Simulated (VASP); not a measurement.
Set up this calculation in VASP 6.6.1, as the native input.

```
Task                   : single point
Functional             : PBE
Potentials or basis    : VASP PAW PBE potentials, release 64 (W_sv, C)
Cutoff                 : 600 eV
k mesh                 : 7 × 7 × 6
Occupations            : methfessel-paxton, width 0.02 eV
Spin                   : no spin polarisation
Dipole correction      : no
Further INCAR settings : ALGO = Normal; EDIFF = 1e-06; NBANDS = 16
```

The structure of WC (Qusongite) lies in POSCAR:

```
WC
1.0
    2.9065000000      0.0000000000      0.0000000000
   -1.4532500000      2.5171028361      0.0000000000
    0.0000000000      0.0000000000      2.8366000000
W C
1 1
Direct
    0.0000000000      0.0000000000      0.0000000000
    0.6666666667      0.3333333333      0.5000000000
```

These files were run (other wordings do the same):

INCAR

```
SYSTEM = WC
PREC = Accurate
ENCUT = 600
EDIFF = 1E-6
ISMEAR = 1
SIGMA = 0.02
LREAL = .FALSE.
LASPH = .TRUE.
NELM = 120
ALGO = Normal
ISIF = 2
LWAVE = .FALSE.
LCHARG = .FALSE.
GGA = PE
NBANDS = 16
GGA_COMPAT = .FALSE.
```

KPOINTS

```
Automatic mesh
0
G
  7 7 6
  0 0 0
```

Potentials or basis: VASP PAW PBE potentials, release 64 (W_sv, C).

Run with:

```bash
$ cat potpaw_PBE.64/W_sv/POTCAR potpaw_PBE.64/C/POTCAR > POTCAR
$ mpirun -np 1 vasp_std > vasp.out
```

It gave:

The pressure is 6.9 GPa and the band gap on the k mesh is zero (band 9 reaches 11.40 eV, above the bottom of band 10 at 10.50 eV).

Caveat: the k points lie up to 0.37 Å⁻¹ apart; spin-orbit coupling is left out, which moves the levels of the heavy elements.

Run time: 7.1 s on 1 thread of Intel Xeon 6975P-C, on a shared host, peak memory 0.15 GiB.
